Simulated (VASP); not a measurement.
# PbO (F-43m) in VASP: a series of runs

Runs on PbO. Level: PBEsol. Tasks: single point.

All numbers are computed with VASP 6.6.1; they aren't measurements. Logs are shortened: lines on timing, memory, paths and dates and some standing lists are left out, and cuts for length are marked.

## (1) The cell of the first run

Symmetry: F-43m, No. 216, cubic system. Conventional cell: a = 5.598 Å, b = 5.598 Å, c = 5.598 Å, α = 90.00°, β = 90.00°, γ = 90.00°. Pb (site symmetry -43m) has 4 O at 2.42 Å within 3.2 Å. O (site symmetry -43m) has 4 Pb at 2.42 Å within 3.2 Å.

## (2) Single point, PBEsol

INCAR

```
PREC = Accurate
ENCUT = 600
EDIFF = 1E-6
ISMEAR = 0
SIGMA = 0.01
LREAL = False
LASPH = True
NELM = 120
ALGO = Normal
ISIF = 2
LWAVE = False
LCHARG = False
GGA = PS
NBANDS = 17
GGA_COMPAT = False
```

KPOINTS

```
regular mesh
0
Gamma
  3 3 3
```

POSCAR

```
PbO
1.0
    0.0000000000      2.7987768025      2.7987768025
    2.7987768025      0.0000000000      2.7987768025
    2.7987768025      2.7987768025      0.0000000000
Pb O
1 1
Direct
    0.0000000000      0.0000000000      0.0000000000
    0.2500000000      0.2500000000      0.2500000000
```

Potentials or basis: VASP PAW PBE potentials, release 64 (Pb_d, O).

Run with:

```console
$ cat potpaw_PBE.64/Pb_d/POTCAR potpaw_PBE.64/O/POTCAR > POTCAR
$ mpirun -np 1 vasp_std > vasp.out
```

OUTCAR:

```text
PREC = Accurate
   ENCUT = 600
   EDIFF = 1E-6
   ISMEAR = 0
   LREAL = False
   LASPH = True
   NELM = 120
   ISIF = 2
   GGA = PS

 ion  position               nearest neighbor table
   1  0.000  0.000  0.000-   2 2.42   2 2.42   2 2.42   2 2.42
   2  0.250  0.250  0.250-   1 2.42   1 2.42   1 2.42   1 2.42

  LATTYP: Found a face centered cubic cell.
 ALAT       =     5.5975536050

  Lattice vectors:

 A1 = (   0.0000000000,   2.7987768025,   2.7987768025)
 A2 = (   2.7987768025,   0.0000000000,   2.7987768025)
 A3 = (   2.7987768025,   2.7987768025,   0.0000000000)

Analysis of symmetry for initial positions (statically):
=====================================================================
 Subroutine PRICEL returns:
 Original cell was already a primitive cell.

 Routine SETGRP: Setting up the symmetry group for a
 face centered cubic supercell.

 Subroutine GETGRP returns: Found 24 space group operations
 (whereof 24 operations were pure point group operations)
 out of a pool of 48 trial point group operations.

The static configuration has the point symmetry T_d .

Analysis of symmetry for dynamics (positions and initial velocities):
=====================================================================
 Subroutine PRICEL returns:
 Original cell was already a primitive cell.

 Routine SETGRP: Setting up the symmetry group for a
 face centered cubic supercell.

 Subroutine GETGRP returns: Found 24 space group operations
 (whereof 24 operations were pure point group operations)
 out of a pool of 48 trial point group operations.

The dynamic configuration has the point symmetry T_d .

 Subroutine INISYM returns: Found 24 space group operations
 (whereof 24 operations are pure point group operations),
 and found     1 'primitive' translations

----------------------------------------------------------------------------------------

                                     Primitive cell

  volume of cell :      43.8465

  direct lattice vectors                    reciprocal lattice vectors
     0.000000000  2.798776802  2.798776802    -0.178649473  0.178649473  0.178649473
     2.798776802  0.000000000  2.798776802     0.178649473 -0.178649473  0.178649473
     2.798776802  2.798776802  0.000000000     0.178649473  0.178649473 -0.178649473

  length of vectors
     3.958068112  3.958068112  3.958068112     0.309429963  0.309429963  0.309429963

  position of ions in fractional coordinates (direct lattice)
     0.000000000  0.000000000  0.000000000
     0.250000000  0.250000000  0.250000000

  ion indices of the primitive-cell ions
   primitive index   ion index
                 1           1
                 2           2

----------------------------------------------------------------------------------------

 KPOINTS: regular mesh

Automatic generation of k-mesh.
 Grid dimensions read from file:
 generate k-points for:    3    3    3

 Generating k-lattice:

  Cartesian coordinates                     Fractional coordinates (reciprocal lattice)
    -0.059549824  0.059549824  0.059549824     0.333333333  0.000000000  0.000000000
     0.059549824 -0.059549824  0.059549824     0.000000000  0.333333333  0.000000000
     0.059549824  0.059549824 -0.059549824     0.000000000  0.000000000  0.333333333

  Length of vectors
     0.103143321  0.103143321  0.103143321

  Shift w.r.t. Gamma in fractional coordinates (k-lattice)
     0.000000000  0.000000000  0.000000000

 Subroutine IBZKPT returns following result:
 ===========================================

 Found      4 irreducible k-points:

 Following reciprocal coordinates:
            Coordinates               Weight
  0.000000  0.000000  0.000000      1.000000
  0.333333  0.000000  0.000000      8.000000
  0.333333  0.333333  0.000000      6.000000
 -0.333333  0.333333  0.000000     12.000000
   k-points           NKPTS =      4   k-points in BZ     NKDIM =      4   number of bands    NBANDS=     17
   number of dos      NEDOS =    301   number of ions     NIONS =      2
   total plane-waves  NPLWV =  32768
   dimension x,y,z NGX =    32 NGY =   32 NGZ =   32
   dimension x,y,z NGXF=    64 NGYF=   64 NGZF=   64
   ions per type =               1   1
   NGX,Y,Z   is equivalent  to a cutoff of  13.44, 13.44, 13.44 a.u.
   NGXF,Y,Z  is equivalent  to a cutoff of  26.88, 26.88, 26.88 a.u.
 SYSTEM =  unknown system
   PREC   = accura    normal or accurate (medium, high low for compatibility)
   ISTART =      0    job   : 0-new  1-cont  2-samecut
   ICHARG =      2    charge: 1-file 2-atom 10-const
   ISPIN  =      1    spin polarized calculation?
   LNONCOLLINEAR =      F non collinear calculations
   LSORBIT =      F    spin-orbit coupling
   LASPH  =      T    aspherical Exc in radial PAW
   ENCUT  =  600.0 eV  44.10 Ry    6.64 a.u.   7.91  7.91  7.91*2*pi/ulx,y,z
   NELM   =    120;   NELMIN=  2; NELMDL= -5     # of ELM steps
   EDIFF  = 0.1E-05   stopping-criterion for ELM
   LREAL  =      F    real-space projection
   EDIFFG = 0.1E-04   stopping-criterion for IOM
   NSW    =      0    number of steps for IOM
   IBRION =     -1    ionic relax: 0-MD 1-quasi-New 2-CG
   NFREE  =      0    steps in history (QN), initial steepest desc. (CG)
   ISIF   =      2    stress and relaxation
   ISYM   =      2    0-nonsym 1-usesym 2-fastsym
   POTIM  = 0.5000    time-step for ionic-motion
   TEBEG  =    0.0;   TEEND  =   0.0 temperature during run
   PSTRESS=    0.0 pullay stress
   NELECT =      20.0000    total number of electrons
   NUPDOWN=      -1.0000    fix difference up-down
   EMIN   =  10.00;   EMAX   =-10.00  energy-range for DOS
   EFERMI =   0.00;   METHOD = LEGACY
   ISMEAR =     0;   SIGMA  =   0.01  broadening in eV -4-tet -1-fermi 0-gaus
   EFERMI_NEDOS =   21; number of points for ismear=-14 and -15
   IALGO  =     38    algorithm
   IMIX   =      4    mixing-type and parameters
     AMIX     =   0.40;   BMIX     =  1.00
     AMIX_MAG =   1.60;   BMIX_MAG =  1.00
  volume/ion in A,a.u.               =      21.92       147.95
  Fermi-wavevector in a.u.,A,eV,Ry     =   1.260201  2.381435 21.607509  1.588107
  Thomas-Fermi vector in A             =   2.393723
   LORBIT       =      0    0 simple, 1 ext, 2 COOP (PROOUT), +10 PAW based schemes
   GGA     = PS    functional components
   LHFCALC =     F    Hartree Fock is set to
   AEXX    =    0.0000 exact exchange contribution
   IVDW    =     0    specifies the selected vdW correction
   LEPSILON=     F    determine dielectric tensor
   LRPA    =     F    only Hartree local field effects (RPA)
 non-spin polarized calculation
 Gauss-broadening in eV      SIGMA  =   0.01
  energy-cutoff  :      600.00
  volume of cell :       43.85
 maximum number of plane-waves:      1484
   NGX = 15   NGY = 15   NGZ = 15

 number of electron      20.0000002 magnetization

 Free energy of the ion-electron system (eV)
  ---------------------------------------------------
  ext. energy  EPLUGINS =         0.00000000
  ---------------------------------------------------
  free energy    TOTEN  =       -10.97019504 eV

  energy without entropy =      -10.97019504  energy(sigma->0) =      -10.97019504

 E-fermi :   4.1474     XC(G=0):  -9.5828

 val. band max:        4.0710753980   @ k =  -0.3333   0.3333   0.0000
 cond. band min:       5.8204735989   @ k =   0.3333   0.3333   0.0000
 fundamental gap:      1.7493982009
 Fermi energy:         4.1473893467

 k-point     1 :       0.0000    0.0000    0.0000
  band No.  band energies     occupation
      1     -13.1121      2.00000
      2     -11.7985      2.00000
      3     -11.7985      2.00000
      4     -11.7985      2.00000
      5     -11.6943      2.00000
      6     -11.6943      2.00000
[... 9 lines left out ...]
     16      16.5374      0.00000
     17      16.5374      0.00000

 k-point     2 :       0.3333    0.0000    0.0000
  band No.  band energies     occupation
      1     -13.2112      2.00000
      2     -11.7690      2.00000
      3     -11.7690      2.00000
      4     -11.6728      2.00000
      5     -11.6728      2.00000
      6     -11.2681      2.00000
[... 9 lines left out ...]
     16      15.9764      0.00000
     17      17.4685      0.00000

 k-point     3 :       0.3333    0.3333    0.0000
  band No.  band energies     occupation
      1     -13.2368      2.00000
      2     -11.7453      2.00000
      3     -11.6955      2.00000
      4     -11.6955      2.00000
      5     -11.6607      2.00000
      6     -11.1652      2.00000
[... 9 lines left out ...]
     16      19.6000      0.00000
     17      20.2649      0.00000

 k-point     4 :      -0.3333    0.3333    0.0000
  band No.  band energies     occupation
      1     -13.2608      2.00000
      2     -11.7546      2.00000
      3     -11.6973      2.00000
      4     -11.6960      2.00000
      5     -11.6759      2.00000
      6     -10.8944      2.00000
[... 9 lines left out ...]
     16      17.5850      0.00000
     17      18.6400      0.00000

------------------------ aborting loop because EDIFF is reached ----------------------------------------

  FORCE on cell =-STRESS in cart. coord.  units (eV):
  Direction    XX          YY          ZZ          XY          YZ          ZX
  --------------------------------------------------------------------------------------
  -------------------------------------------------------------------------------------
  Total       -0.3042843     -0.3042843     -0.3042843      0.0000000      0.0000000      0.0000000
  in kB      -11.1187355    -11.1187355    -11.1187355      0.0000000      0.0000000      0.0000000
  external PRESSURE =     -11.1187355 kB  Pullay stress =       0.0000000 kB

 VOLUME and BASIS-vectors are now :
 -----------------------------------------------------------------------------
  energy-cutoff  :      600.00
  volume of cell :       43.85
      direct lattice vectors                 reciprocal lattice vectors
     0.000000000  2.798776802  2.798776802    -0.178649473  0.178649473  0.178649473
     2.798776802  0.000000000  2.798776802     0.178649473 -0.178649473  0.178649473
     2.798776802  2.798776802  0.000000000     0.178649473  0.178649473 -0.178649473

 POSITION                                       TOTAL-FORCE (eV/Angst)
 -----------------------------------------------------------------------------------
      0.00000      0.00000      0.00000        -0.000000      0.000000     -0.000000
      1.39939      1.39939      1.39939         0.000000     -0.000000      0.000000
 -----------------------------------------------------------------------------------
    total drift:                                0.000000      0.000000      0.000000

  FREE ENERGIE OF THE ION-ELECTRON SYSTEM (eV)
  ---------------------------------------------------
  free  energy   TOTEN  =       -10.9701950427 eV

  energy  without entropy=      -10.9701950427  energy(sigma->0) =      -10.97019504
```

Wall time 4.3 s (1 thread of Intel Xeon Platinum 8488C (Sapphire Rapids), shared host); peak memory 0.17 GiB.

Results:

* Free energy: -10.9702 eV
* Pressure: -1.1 GPa
* Band gap on the k mesh: 1.75 eV (least direct gap 2.17 eV)

Levels at points of the mesh, in eV from the valence-band top:
| k point | band 7 | band 8 | band 9 | band 10 | band 11 | band 12 | band 13 | band 14 |
| --- | --- | --- | --- | --- | --- | --- | --- | --- |
| (0.00, 0.00, 0.00) | -6.42 | -1.87 | -1.87 | -1.87 | 5.68 | 5.68 | 5.68 | 8.45 |

Caveat: the k points lie up to 0.65 Å⁻¹ apart; the structure was generated, so it needn't be the stable form of PbO; the PAW data sets were made with another functional, which shifts forces and pressure a little; spin-orbit coupling is left out, which moves the levels of the heavy elements; an odd mesh through Γ misses points on the zone boundary, where band edges can lie.

## (3) Single point, PBEsol

INCAR

```
SYSTEM = PbO
ALGO = Normal ; EDIFF = 1E-6
ENCUT = 600 ; GGA = PS
GGA_COMPAT = .FALSE. ; ISIF = 2
ISMEAR = 0 ; LASPH = .TRUE.
LCHARG = .FALSE. ; LREAL = .FALSE.
LWAVE = .FALSE. ; NBANDS = 17
NELM = 120 ; PREC = Accurate
SIGMA = 0.01
```

KPOINTS

```
k-points
0
G
  5 5 5
  0 0 0
```

POSCAR is that of step 2.

Potentials or basis: VASP PAW PBE potentials, release 64 (Pb_d, O).

Run with:

```console
$ cat potpaw_PBE.64/Pb_d/POTCAR potpaw_PBE.64/O/POTCAR > POTCAR
$ mpirun -np 1 vasp_std > vasp.out
```

Run time: 6.8 s. Hardware: 1 thread of Intel Xeon Platinum 8488C (Sapphire Rapids), shared host; peak memory 0.17 GiB.

The run converged. Its results:

| Property | Result |
| --- | --- |
| Free energy | -10.9633 eV |
| Pressure | -1.0 GPa |
| Band gap on the k mesh | 0.98 eV (least direct gap 1.28 eV) |

Levels at points of the mesh, in eV from the valence-band top:
```csv
k point,band 8,band 9,band 10,band 11,band 12,band 13
"(0.00, 0.00, 0.00)",-2.09,-2.09,-2.09,5.44,5.44,5.44
```

Caveat: the structure was generated, so it needn't be the stable form of PbO; the PAW data sets were made with another functional, which shifts forces and pressure a little; spin-orbit coupling is left out, which moves the levels of the heavy elements; an odd mesh through Γ misses points on the zone boundary, where band edges can lie.

## (4) Single point, PBEsol

INCAR

```
PREC = Accurate
ENCUT = 600
EDIFF = 1E-6
ISMEAR = 0
SIGMA = 0.01
LREAL = False
LASPH = True
NELM = 120
ALGO = Normal
ISIF = 2
LWAVE = False
LCHARG = True
GGA = PS
LELF = True
LVHAR = True
NBANDS = 17
GGA_COMPAT = False
```

KPOINTS

```
regular mesh
0
Gamma
  6 6 6
```

POSCAR is that of step 3.

Run with:

```console
$ cat potpaw_PBE.64/Pb_d/POTCAR potpaw_PBE.64/O/POTCAR > POTCAR
$ mpirun -np 1 vasp_std > vasp.out
```

Wall time 9.9 s (1 thread of Intel Xeon Platinum 8488C (Sapphire Rapids), shared host); peak memory 0.18 GiB.

It converged, with:

```
Free energy            : -10.9612 eV
Pressure               : -0.9 GPa
Band gap on the k mesh : 0.39 eV (least direct gap 0.54 eV)
```

Levels at points of the mesh, in eV from the valence-band top:
| k point | band 6 | band 7 | band 8 | band 9 | band 10 | band 11 | band 12 | band 13 | band 14 | band 15 |
| --- | --- | --- | --- | --- | --- | --- | --- | --- | --- | --- |
| (0.00, 0.00, 0.00) | -16.17 | -6.82 | -2.25 | -2.25 | -2.25 | 5.27 | 5.27 | 5.27 | 8.04 | 12.06 |
| (0.50, 0.00, 0.00) | -15.53 | -7.88 | -2.73 | -2.73 | -2.22 | 2.41 | 5.47 | 5.47 | 8.65 | 11.80 |
| (0.50, 0.50, 0.00) | -15.40 | -7.86 | -3.52 | -3.52 | -0.14 | 0.39 | 5.88 | 5.88 | 6.26 | 10.94 |

Caveat: the structure was generated, so it needn't be the stable form of PbO; the PAW data sets were made with another functional, which shifts forces and pressure a little; spin-orbit coupling is left out, which moves the levels of the heavy elements.

(Continued in part 2 of 2.)
